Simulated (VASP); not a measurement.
A run of VASP 6.6.1:

The input INCAR:

```
SYSTEM = MnTlCl3
PREC = Accurate
ENCUT = 520
EDIFF = 1E-6
ISMEAR = 0
SIGMA = 0.02
LREAL = .False.
LASPH = .True.
NELM = 150
ALGO = Normal
ISIF = 2
LWAVE = .False.
LCHARG = .False.
ISPIN = 2
MAGMOM = 4.91 0 0 0 0
LORBIT = 11
LMAXMIX = 4
GGA = PS
NBANDS = 36
```

Contents of KPOINTS:

```
regular mesh
0
Gamma
  6 6 6
  0 0 0
```

File POSCAR:

```
MnTlCl3
1.0
    5.2446559858      0.0000000000      0.0000000000
    0.0000000000      5.2446559858      0.0000000000
    0.0000000000      0.0000000000      5.2446559858
Mn Tl Cl
1 1 3
Direct
    0.5000000000      0.5000000000      0.5000000000
    0.0000000000      0.0000000000      0.0000000000
    0.0000000000      0.5000000000      0.5000000000
    0.5000000000      0.5000000000      0.0000000000
    0.5000000000      0.0000000000      0.5000000000
```

Potentials or basis: VASP PAW PBE potentials, release 64 (Mn_pv, Tl_d, Cl).

The run is started by

```bash
$ cat potpaw_PBE.64/Mn_pv/POTCAR potpaw_PBE.64/Tl_d/POTCAR potpaw_PBE.64/Cl/POTCAR > POTCAR
$ mpirun -np 1 vasp_std > vasp.out
```

Hardware: 1 thread of AMD EPYC 7R13, with other jobs on the host.

**Question.** Estimate the wall time of this run.

**Answer.** It took 5.1 min on 1 thread of AMD EPYC 7R13 (shared host), peak memory 0.34 GiB. Counts: scf iterations 15, k points 20.
